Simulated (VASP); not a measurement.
Wanted: the native input for a VASP 6.6.1 run.

| Item | Value |
| --- | --- |
| Task | single point |
| Functional | PBE |
| Potentials or basis | VASP PAW PBE potentials, release 64 (Pt) |
| Cutoff | 520 eV |
| k mesh | 22 × 22 × 22 |
| Occupations | gaussian, width 0.15 eV |
| Spin | no spin polarisation |
| Dipole correction | no |
| Further INCAR settings | ALGO = Fast; EDIFF = 1e-06; NBANDS = 11 |

The structure of Pt lies in POSCAR:

```
Pt
1.0
    0.0000000000      2.0089924916      2.1703145887
    2.0089924916      0.0000000000      2.1703145887
    2.0089924916      2.0089924916      0.0000000000
Pt
1
Direct
    0.0000000000      0.0000000000      0.0000000000
```

One way to write it, as run:

INCAR

```
SYSTEM = Pt
PREC = Accurate ; ENCUT = 520
EDIFF = 1E-6 ; ISMEAR = 0
SIGMA = 0.15 ; LREAL = .False.
LASPH = .True. ; NELM = 80
ALGO = Fast ; ISIF = 2
LWAVE = .False. ; LCHARG = .True.
GGA = PE ; LELF = .True.
LVHAR = .True. ; NBANDS = 11
```

KPOINTS

```
regular mesh
0
Gamma
  22 22 22
  0 0 0
```

Potentials or basis: VASP PAW PBE potentials, release 64 (Pt).

Launch:

```bash
$ cat potpaw_PBE.64/Pt/POTCAR > POTCAR
$ mpirun -np 1 vasp_std > vasp.out
```

It gave:

```yaml
Pressure: -20.2 GPa
Band_gap_on_the_k_mesh: zero (bands 5 and 6 overlap by 2.02 eV)
```

Caveat: the cell stands under tension; spin-orbit coupling is left out, which moves the levels of the heavy elements.

Run time: 3 min on 1 thread of Intel Xeon 8259CL, with other jobs on the host, peak memory 0.28 GiB.
